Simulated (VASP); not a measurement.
Set up this calculation in VASP 6.6.1, as the native input.

```
Task                   : single point
Functional             : PBEsol
Potentials or basis    : VASP PAW PBE potentials, release 64 (Mg)
Cutoff                 : 600 eV
k mesh                 : 8 × 8 × 5
Occupations            : methfessel-paxton, width 0.05 eV
Spin                   : no spin polarisation
Dipole correction      : no
Further INCAR settings : ALGO = Normal; EDIFF = 1e-06; NBANDS = 9
```

The structure of Mg lies in POSCAR:

```
Mg
1.0
    3.1778975655      0.0000000000      0.0000000000
   -1.5889487828      2.7521400224      0.0000000000
    0.0000000000      0.0000000000      5.1593184382
Mg
2
Direct
    0.3333333333      0.6666666667      0.2500000000
    0.6666666667      0.3333333333      0.7500000000
```

These files were run (other wordings do the same):

INCAR

```
PREC = Accurate ; ENCUT = 600
EDIFF = 1E-6 ; ISMEAR = 1
SIGMA = 0.05 ; LREAL = F
LASPH = T ; NELM = 120
ALGO = Normal ; ISIF = 2
LWAVE = F ; LCHARG = F
GGA = PS ; NBANDS = 9
GGA_COMPAT = F
```

KPOINTS

```
regular mesh
0
Gamma
  8 8 5
```

Potentials or basis: VASP PAW PBE potentials, release 64 (Mg).

The run is started by

```bash
$ cat potpaw_PBE.64/Mg/POTCAR > POTCAR
$ mpirun -np 1 vasp_std > vasp.out
```

It gave:

```
Pressure               : 0.0 GPa
Band gap on the k mesh : zero (bands 2 and 3 overlap by 2.24 eV)
```

Caveat: the PAW data sets were made with another functional, which shifts forces and pressure a little.

It took 18 s on 1 thread of Intel Xeon 8259CL (shared host), peak memory 0.17 GiB.
